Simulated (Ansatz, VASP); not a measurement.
HfN: VASP beside Ansatz

```
Hf N
1.0
     0.00000    2.25600    2.25600
     2.25600    0.00000    2.25600
     2.25600    2.25600    0.00000
Hf N
1 1
Direct
  0.00000 0.00000 0.00000
  0.50000 0.50000 0.50000
```

Alike in both runs: task single point; functional PBE; k mesh 13 × 13 × 13; no spin polarisation.

```csv
,VASP,Ansatz
version,VASP 6.6.1,Ansatz 0.2.0
potentials or method,"VASP PAW PBE potentials, release 64 (Hf_pv, N)","plane waves, PAW"
plane-wave cutoff (eV),520,420
occupations,"methfessel-paxton of order 1, width 0.3 eV","cold, width 0.3 eV"
valence electrons in the cell,15,31
```

VASP gave:

```
pressure (GPa) : 4.1
```

Estimate Ansatz's values.

pressure (GPa): 6.6.

VASP's potentials hold 15 valence electrons a cell and Ansatz's 31, so a difference there can come from the potentials and not from the codes.

Neither program's run includes spin-orbit coupling.
